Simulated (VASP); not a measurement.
# AlN (P6_3/mmc) in VASP: a series of runs

AlN is run at these levels: PBEsol; tasks: single point.

Everything below comes from runs of VASP 6.6.1. Logs are shortened: lines on timing, memory, paths and dates and some standing lists are left out, and cuts for length are marked.

### 1 The cell of the first run

It takes space group P6_3/mmc (No. 194, hexagonal). The conventional cell has a = 3.265 Å, b = 3.265 Å, c = 4.436 Å, α = 90.00°, β = 90.00°, γ = 120.00°. Within 2.5 Å of Al (site symmetry -6m2) lie 5 N at 1.89 to 2.22 Å. N (site symmetry -6m2) has 5 Al at 1.89 to 2.22 Å within 2.5 Å.

### 2 Single point, PBEsol (volume 10.239 Å^3 an atom, c/a of the conventional cell 1.3587)

Input file INCAR:

```
SYSTEM = AlN
  PREC = Accurate
  ENCUT = 520
  EDIFF = 1E-7
  ISMEAR = 0
  SIGMA = 0.05
  LREAL = .False.
  LASPH = .True.
  NELM = 60
  ALGO = Normal
  ISIF = 2
  LWAVE = .False.
  LCHARG = .True.
  GGA = PS
  LELF = .True.
  LVHAR = .True.
  NBANDS = 16
```

Input file KPOINTS:

```
Automatic mesh
0
Gamma
  9 9 6
  0 0 0
```

Input file POSCAR:

```
AlN
1.0
    3.2650345085      0.0000000000      0.0000000000
   -1.6325172543      2.8276028286      0.0000000000
    0.0000000000      0.0000000000      4.4362023867
Al N
2 2
Direct
    0.3333333333      0.6666666667      0.7500000000
    0.6666666667      0.3333333333      0.2500000000
    0.3333333333      0.6666666667      0.2500000000
    0.6666666667      0.3333333333      0.7500000000
```

Potentials or basis: VASP PAW PBE potentials, release 64 (Al, N).

Launch:

```console
$ cat potpaw_PBE.64/Al/POTCAR potpaw_PBE.64/N/POTCAR > POTCAR
$ mpirun -np 1 vasp_std > vasp.out
```

OUTCAR:

```text
SYSTEM = AlN
   PREC = Accurate
   ENCUT = 520
   EDIFF = 1E-7
   ISMEAR = 0
   LREAL = .False.
   LASPH = .True.
   NELM = 60
   ISIF = 2
   GGA = PS

 ion  position               nearest neighbor table
   1  0.333  0.667  0.750-   4 1.89   4 1.89   4 1.89   3 2.22   3 2.22   2 2.91   2 2.91   2 2.91
                             2 2.91   2 2.91   2 2.91
   2  0.667  0.333  0.250-   3 1.89   3 1.89   3 1.89   4 2.22   4 2.22   1 2.91   1 2.91   1 2.91
                             1 2.91   1 2.91   1 2.91
   3  0.333  0.667  0.250-   2 1.89   2 1.89   2 1.89   1 2.22   1 2.22
   4  0.667  0.333  0.750-   1 1.89   1 1.89   1 1.89   2 2.22   2 2.22

  LATTYP: Found a hexagonal cell.
 ALAT       =     3.2650345085
 C/A-ratio  =     1.3587000000

  Lattice vectors:

 A1 = (   3.2650345085,   0.0000000000,   0.0000000000)
 A2 = (  -1.6325172543,   2.8276028286,   0.0000000000)
 A3 = (   0.0000000000,   0.0000000000,   4.4362023867)

Analysis of symmetry for initial positions (statically):
=====================================================================
 Subroutine PRICEL returns:
 Original cell was already a primitive cell.

 Routine SETGRP: Setting up the symmetry group for a
 hexagonal supercell.

 Subroutine GETGRP returns: Found 24 space group operations
 (whereof 12 operations were pure point group operations)
 out of a pool of 24 trial point group operations.

The static configuration has the point symmetry D_3d.
 The point group associated with its full space group is D_6h.

Analysis of symmetry for dynamics (positions and initial velocities):
=====================================================================
 Subroutine PRICEL returns:
 Original cell was already a primitive cell.

 Routine SETGRP: Setting up the symmetry group for a
 hexagonal supercell.

 Subroutine GETGRP returns: Found 24 space group operations
 (whereof 12 operations were pure point group operations)
 out of a pool of 24 trial point group operations.

The dynamic configuration has the point symmetry D_3d.
 The point group associated with its full space group is D_6h.

 Subroutine INISYM returns: Found 24 space group operations
 (whereof 12 operations are pure point group operations),
 and found     1 'primitive' translations

----------------------------------------------------------------------------------------

[... 91 lines left out ...]
   LNONCOLLINEAR =      F non collinear calculations
   LSORBIT =      F    spin-orbit coupling
   LASPH  =      T    aspherical Exc in radial PAW
   ENCUT  =  520.0 eV  38.22 Ry    6.18 a.u.   6.07  6.07  8.25*2*pi/ulx,y,z
   NELM   =     60;   NELMIN=  2; NELMDL= -5     # of ELM steps
   EDIFF  = 0.1E-06   stopping-criterion for ELM
   LREAL  =      F    real-space projection
   EDIFFG = 0.1E-05   stopping-criterion for IOM
   NSW    =      0    number of steps for IOM
   IBRION =     -1    ionic relax: 0-MD 1-quasi-New 2-CG
   NFREE  =      0    steps in history (QN), initial steepest desc. (CG)
   ISIF   =      2    stress and relaxation
   ISYM   =      2    0-nonsym 1-usesym 2-fastsym
   POTIM  = 0.5000    time-step for ionic-motion
   TEBEG  =    0.0;   TEEND  =   0.0 temperature during run
   PSTRESS=    0.0 pullay stress
   NELECT =      16.0000    total number of electrons
   NUPDOWN=      -1.0000    fix difference up-down
   EMIN   =  10.00;   EMAX   =-10.00  energy-range for DOS
   EFERMI =   0.00;   METHOD = LEGACY
   ISMEAR =     0;   SIGMA  =   0.05  broadening in eV -4-tet -1-fermi 0-gaus
   EFERMI_NEDOS =   21; number of points for ismear=-14 and -15
   IALGO  =     38    algorithm
   IMIX   =      4    mixing-type and parameters
     AMIX     =   0.40;   BMIX     =  1.00
     AMIX_MAG =   1.60;   BMIX_MAG =  1.00
  volume/ion in A,a.u.               =      10.24        69.10
  Fermi-wavevector in a.u.,A,eV,Ry     =   1.196765  2.261558 19.486905  1.432247
  Thomas-Fermi vector in A             =   2.332697
   LORBIT       =      0    0 simple, 1 ext, 2 COOP (PROOUT), +10 PAW based schemes
   GGA     = PS    functional components
   LHFCALC =     F    Hartree Fock is set to
   AEXX    =    0.0000 exact exchange contribution
   IVDW    =     0    specifies the selected vdW correction
   LEPSILON=     F    determine dielectric tensor
   LRPA    =     F    only Hartree local field effects (RPA)
 non-spin polarized calculation
 Gauss-broadening in eV      SIGMA  =   0.05
  energy-cutoff  :      520.00
  volume of cell :       40.96
 maximum number of plane-waves:      1122
   NGX = 13   NGY = 13   NGZ = 17

 number of electron      15.9999999 magnetization

 Free energy of the ion-electron system (eV)
  ---------------------------------------------------
  ext. energy  EPLUGINS =         0.00000000
  ---------------------------------------------------
  free energy    TOTEN  =       -30.83262387 eV

  energy without entropy =      -30.83262387  energy(sigma->0) =      -30.83262387

 E-fermi :   7.9799     XC(G=0): -11.2273

 val. band max:        7.7535820934   @ k =   0.0000   0.0000   0.0000
 cond. band min:      10.5508756700   @ k =   0.0000   0.0000   0.0000
 fundamental gap:      2.7972935766
 Fermi energy:         7.9799429852

 k-point     1 :       0.0000    0.0000    0.0000
  band No.  band energies     occupation
      1      -8.9787      2.00000
      2      -5.8464      2.00000
      3       0.6908      2.00000
      4       4.5439      2.00000
      5       4.5439      2.00000
      6       5.8352      2.00000
[... 433 lines left out ...]
      3       1.1747      2.00000
      4       2.0304      2.00000
      5       2.0304      2.00000
      6       4.1118      2.00000
[... 8 lines left out ...]
     15      18.3066      0.00000
     16      20.1979      0.00000

 [... further k-points ...]
[... 5 lines left out ...]
  --------------------------------------------------------------------------------------
  -------------------------------------------------------------------------------------
  Total       -0.5769848     -0.5769848     -3.1051208      0.0000000      0.0000000      0.0000000
  in kB      -22.5713426    -22.5713426   -121.4707057      0.0000000      0.0000000      0.0000000
  external PRESSURE =     -55.5377970 kB  Pullay stress =       0.0000000 kB

 VOLUME and BASIS-vectors are now :
 -----------------------------------------------------------------------------
  energy-cutoff  :      520.00
  volume of cell :       40.96
      direct lattice vectors                 reciprocal lattice vectors
     3.265034508  0.000000000  0.000000000     0.306275477  0.176828229  0.000000000
    -1.632517254  2.827602829  0.000000000     0.000000000  0.353656458  0.000000000
     0.000000000  0.000000000  4.436202387     0.000000000  0.000000000  0.225418029

 POSITION                                       TOTAL-FORCE (eV/Angst)
 -----------------------------------------------------------------------------------
     -0.00000      1.88507      3.32715        -0.000000      0.000000      0.000000
      1.63252      0.94253      1.10905         0.000000     -0.000000      0.000000
     -0.00000      1.88507      1.10905        -0.000000      0.000000      0.000000
      1.63252      0.94253      3.32715         0.000000     -0.000000      0.000000
 -----------------------------------------------------------------------------------
    total drift:                               -0.000000     -0.000000     -0.000000

  FREE ENERGIE OF THE ION-ELECTRON SYSTEM (eV)
  ---------------------------------------------------
  free  energy   TOTEN  =       -30.8326238732 eV

  energy  without entropy=      -30.8326238732  energy(sigma->0) =      -30.83262387
```

OSZICAR:

```text
N       E                     dE             d eps       ncg     rms          rms(c)
DAV:   1     0.395244257629E+02    0.39524E+02   -0.73066E+03  1536   0.898E+02
DAV:   2    -0.315835235599E+02   -0.71108E+02   -0.65397E+02  2280   0.183E+02
DAV:   3    -0.350091479719E+02   -0.34256E+01   -0.34132E+01  1808   0.414E+01
DAV:   4    -0.350299472851E+02   -0.20799E-01   -0.20797E-01  1880   0.367E+00
DAV:   5    -0.350302174433E+02   -0.27016E-03   -0.27016E-03  1864   0.420E-01    0.113E+01
DAV:   6    -0.308924821338E+02    0.41377E+01   -0.83957E+00  1944   0.215E+01    0.394E+00
DAV:   7    -0.308719311349E+02    0.20551E-01   -0.59876E-01  1664   0.539E+00    0.279E+00
DAV:   8    -0.308390686151E+02    0.32863E-01   -0.85371E-02  1624   0.246E+00    0.830E-01
DAV:   9    -0.308323489655E+02    0.67196E-02   -0.15274E-02  1920   0.970E-01    0.275E-01
DAV:  10    -0.308327117473E+02   -0.36278E-03   -0.18020E-03  1728   0.288E-01    0.176E-01
DAV:  11    -0.308326249855E+02    0.86762E-04   -0.12205E-04  1792   0.846E-02    0.393E-02
DAV:  12    -0.308326241860E+02    0.79946E-06   -0.55511E-06  1808   0.193E-02    0.738E-03
DAV:  13    -0.308326238242E+02    0.36179E-06   -0.22309E-06  1848   0.114E-02    0.454E-03
DAV:  14    -0.308326238732E+02   -0.48928E-07   -0.15676E-07  1096   0.363E-03
   1 F= -.30832624E+02 E0= -.30832624E+02  d E =-.728767E-13
```

It took 65 s on 1 thread of AMD EPYC 7R13, shared host; peak memory 0.13 GiB.

What came out:

```
Free energy            : -30.8326 eV
Pressure               : -5.6 GPa
Band gap on the k mesh : 2.80 eV, direct
```

Caveat: the PAW data sets were made with another functional, which shifts forces and pressure a little.

### 3 Single point, PBEsol (volume 10.239 Å^3 an atom, c/a of the conventional cell 1.3158)

Input file INCAR:

```
SYSTEM = AlN
PREC = Accurate ; ENCUT = 520
EDIFF = 1E-6 ; ISMEAR = 0
SIGMA = 0.05 ; LREAL = .FALSE.
LASPH = .TRUE. ; NELM = 60
ALGO = Normal ; ISIF = 2
LWAVE = .FALSE. ; LCHARG = .FALSE.
GGA = PS ; NBANDS = 16
```

Input file KPOINTS:

```
Automatic mesh
0
G
  9 9 6
  0 0 0
```

Input file POSCAR:

```
AlN
1.0
    3.3001398183      0.0000000000      0.0000000000
   -1.6500699092      2.8580049187      0.0000000000
    0.0000000000      0.0000000000      4.3423239729
Al N
2 2
Direct
    0.3333333333      0.6666666667      0.7500000000
    0.6666666667      0.3333333333      0.2500000000
    0.3333333333      0.6666666667      0.2500000000
    0.6666666667      0.3333333333      0.7500000000
```

Potentials or basis: VASP PAW PBE potentials, release 64 (Al, N).

Launch:

```console
$ cat potpaw_PBE.64/Al/POTCAR potpaw_PBE.64/N/POTCAR > POTCAR
$ mpirun -np 1 vasp_std > vasp.out
```

OUTCAR:

```text
SYSTEM = AlN
   PREC = Accurate
   ENCUT = 520
   EDIFF = 1E-6
   ISMEAR = 0
   LREAL = .FALSE.
   LASPH = .TRUE.
   NELM = 60
   ISIF = 2
   GGA = PS

 ion  position               nearest neighbor table
   1  0.333  0.667  0.750-   4 1.91   4 1.91   4 1.91   3 2.17   3 2.17   2 2.89   2 2.89   2 2.89
                             2 2.89   2 2.89   2 2.89
   2  0.667  0.333  0.250-   3 1.91   3 1.91   3 1.91   4 2.17   4 2.17   1 2.89   1 2.89   1 2.89
                             1 2.89   1 2.89   1 2.89
   3  0.333  0.667  0.250-   2 1.91   2 1.91   2 1.91   1 2.17   1 2.17
   4  0.667  0.333  0.750-   1 1.91   1 1.91   1 1.91   2 2.17   2 2.17

  LATTYP: Found a hexagonal cell.
 ALAT       =     3.3001398183
 C/A-ratio  =     1.3158000000

  Lattice vectors:

 A1 = (   3.3001398183,   0.0000000000,   0.0000000000)
 A2 = (  -1.6500699092,   2.8580049187,   0.0000000000)
 A3 = (   0.0000000000,   0.0000000000,   4.3423239729)

Analysis of symmetry for initial positions (statically):
=====================================================================
 Subroutine PRICEL returns:
 Original cell was already a primitive cell.

 Routine SETGRP: Setting up the symmetry group for a
 hexagonal supercell.

 Subroutine GETGRP returns: Found 24 space group operations
 (whereof 12 operations were pure point group operations)
 out of a pool of 24 trial point group operations.

The static configuration has the point symmetry D_3d.
 The point group associated with its full space group is D_6h.

Analysis of symmetry for dynamics (positions and initial velocities):
=====================================================================
 Subroutine PRICEL returns:
 Original cell was already a primitive cell.

 Routine SETGRP: Setting up the symmetry group for a
 hexagonal supercell.

 Subroutine GETGRP returns: Found 24 space group operations
 (whereof 12 operations were pure point group operations)
 out of a pool of 24 trial point group operations.

[... 121 lines left out ...]
   EFERMI_NEDOS =   21; number of points for ismear=-14 and -15
   IALGO  =     38    algorithm
   IMIX   =      4    mixing-type and parameters
     AMIX     =   0.40;   BMIX     =  1.00
     AMIX_MAG =   1.60;   BMIX_MAG =  1.00
  volume/ion in A,a.u.               =      10.24        69.10
  Fermi-wavevector in a.u.,A,eV,Ry     =   1.196765  2.261558 19.486905  1.432247
  Thomas-Fermi vector in A             =   2.332697
   LORBIT       =      0    0 simple, 1 ext, 2 COOP (PROOUT), +10 PAW based schemes
   GGA     = PS    functional components
   LHFCALC =     F    Hartree Fock is set to
   AEXX    =    0.0000 exact exchange contribution
   IVDW    =     0    specifies the selected vdW correction
   LEPSILON=     F    determine dielectric tensor
   LRPA    =     F    only Hartree local field effects (RPA)
 non-spin polarized calculation
 Gauss-broadening in eV      SIGMA  =   0.05
  energy-cutoff  :      520.00
  volume of cell :       40.96
 maximum number of plane-waves:      1134
 NGX is ok and might be reduce to    28
   NGX = 13   NGY = 13   NGZ = 17

 number of electron      16.0000001 magnetization

 Free energy of the ion-electron system (eV)
  ---------------------------------------------------
  ext. energy  EPLUGINS =         0.00000000
  ---------------------------------------------------
  free energy    TOTEN  =       -30.87439654 eV

  energy without entropy =      -30.87439654  energy(sigma->0) =      -30.87439654

 E-fermi :   7.9113     XC(G=0): -11.2278

 val. band max:        7.6776628764   @ k =   0.0000   0.0000   0.0000
 cond. band min:      10.5430257490   @ k =   0.0000   0.0000   0.0000
 fundamental gap:      2.8653628726
 Fermi energy:         7.9112596307

 k-point     1 :       0.0000    0.0000    0.0000
  band No.  band energies     occupation
      1      -8.9849      2.00000
      2      -5.6701      2.00000
      3       0.7344      2.00000
      4       4.4573      2.00000
      5       4.4573      2.00000
      6       5.8999      2.00000
[... 433 lines left out ...]
      3       1.1606      2.00000
      4       2.0402      2.00000
      5       2.0402      2.00000
      6       4.3163      2.00000
[... 8 lines left out ...]
     15      18.3831      0.00000
     16      20.1082      0.00000

 [... further k-points ...]
[... 5 lines left out ...]
  --------------------------------------------------------------------------------------
  -------------------------------------------------------------------------------------
  Total       -1.4584495     -1.4584495     -2.8375732      0.0000000      0.0000000      0.0000000
  in kB      -57.0537816    -57.0537816   -111.0043815      0.0000000      0.0000000      0.0000000
  external PRESSURE =     -75.0373149 kB  Pullay stress =       0.0000000 kB

 VOLUME and BASIS-vectors are now :
 -----------------------------------------------------------------------------
  energy-cutoff  :      520.00
  volume of cell :       40.96
      direct lattice vectors                 reciprocal lattice vectors
     3.300139818  0.000000000  0.000000000     0.303017464  0.174947215  0.000000000
    -1.650069909  2.858004919  0.000000000     0.000000000  0.349894429  0.000000000
     0.000000000  0.000000000  4.342323973     0.000000000  0.000000000  0.230291431

 POSITION                                       TOTAL-FORCE (eV/Angst)
 -----------------------------------------------------------------------------------
     -0.00000      1.90534      3.25674        -0.000000     -0.000000      0.000000
      1.65007      0.95267      1.08558        -0.000000      0.000000      0.000000
     -0.00000      1.90534      1.08558         0.000000      0.000000      0.000000
      1.65007      0.95267      3.25674         0.000000     -0.000000      0.000000
 -----------------------------------------------------------------------------------
    total drift:                               -0.000000      0.000000      0.000000

  FREE ENERGIE OF THE ION-ELECTRON SYSTEM (eV)
  ---------------------------------------------------
  free  energy   TOTEN  =       -30.8743965423 eV

  energy  without entropy=      -30.8743965423  energy(sigma->0) =      -30.87439654
```

Run time: 63 s. Hardware: 1 thread of AMD EPYC 7R13, shared host; peak memory 0.14 GiB.

Results:

- Free energy: -30.8744 eV
- Pressure: -7.5 GPa
- Band gap on the k mesh: 2.87 eV, direct

Levels at points of the mesh, in eV from the valence-band top:
| k point | band 4 | band 5 | band 6 | band 7 | band 8 | band 9 | band 10 | band 11 | band 12 | band 13 |
| --- | --- | --- | --- | --- | --- | --- | --- | --- | --- | --- |
| (0.00, 0.00, 0.00) | -3.22 | -3.22 | -1.78 | -1.78 | 0.00 | 2.87 | 4.17 | 8.09 | 8.09 | 10.79 |
| (0.00, 0.00, 0.50) | -3.82 | -2.53 | -2.53 | -2.53 | -2.53 | 5.29 | 5.29 | 8.34 | 8.34 | 8.34 |

Caveat: the PAW data sets were made with another functional, which shifts forces and pressure a little.
